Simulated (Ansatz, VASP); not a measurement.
**Two plane-wave programs on Yb**

The input INCAR:

```
PREC = Accurate
ENCUT = 520
EDIFF = 1E-6
ISMEAR = -1
SIGMA = 0.1
LREAL = False
LASPH = True
NELM = 60
ALGO = Normal
ISIF = 2
LWAVE = False
LCHARG = False
GGA = CA
NBANDS = 18
```

The input KPOINTS:

```
regular mesh
0
Gamma
  4 4 4
```

POSCAR

```
Yb
1.0
    0.0000000000      2.4569516026      2.4569516026
    2.4569516026      0.0000000000      2.4569516026
    2.4569516026      2.4569516026      0.0000000000
Yb
1
Direct
    0.0000000000      0.0000000000      0.0000000000
```

Input for Ansatz:

```yaml
crystal:
  lattice:
    - [0.0, 2.4569516026, 2.4569516026]
    - [2.4569516026, 0.0, 2.4569516026]
    - [2.4569516026, 2.4569516026, 0.0]
  atoms:
    - { symbol: Yb, position: [0.0, 0.0, 0.0] }
hamiltonian:
  xc: lda
  pseudopotentials:
    kind: paw
    azcp:
      Yb: "pseudopotentials/Yb.paw.azcp"
basis:
  ecutwfc: 420
  fft_grid_basis: typed
kpoints:
  mp_grid: { grid: [4, 4, 4], shift: [0, 0, 0] }
magnetization:
  spin_polarized: false
scf:
  occupations: { method: fermi_dirac, width: 0.1 }
  lower_state_search: "off"
output:
  stress: true
  write_density: true
  write_potential: true
  elf: true
  volumetric_format: npy
```

Alike in both runs: task single point; functional LDA; k mesh 4 × 4 × 4; occupations fermi-dirac, width 0.1 eV; no spin polarisation.

|  | VASP | Ansatz |
| --- | --- | --- |
| version | VASP 6.6.1 | Ansatz 0.2.0 |
| potentials or method | VASP PAW PBE potentials, release 64 (Yb), cutoff 520 eV | plane waves (420 eV) with PAW, scalar-relativistic |
| valence electrons in the cell | 24 | 24 |

Ansatz gave:

| Quantity | Value |
| --- | --- |
| pressure (GPa) | 0.0 |

**Question.** What did VASP give for the same quantities?

**Answer.** Pressure (GPa): -0.6.

VASP's potentials were made for PBE, not for LDA, and Ansatz warns of the same on its side. LDA's correlation is that of Perdew and Zunger in VASP and of Perdew and Wang (1992) in Ansatz.

The k mesh is coarse, so the values compare programs but aren't converged. Spin-orbit coupling is off throughout.
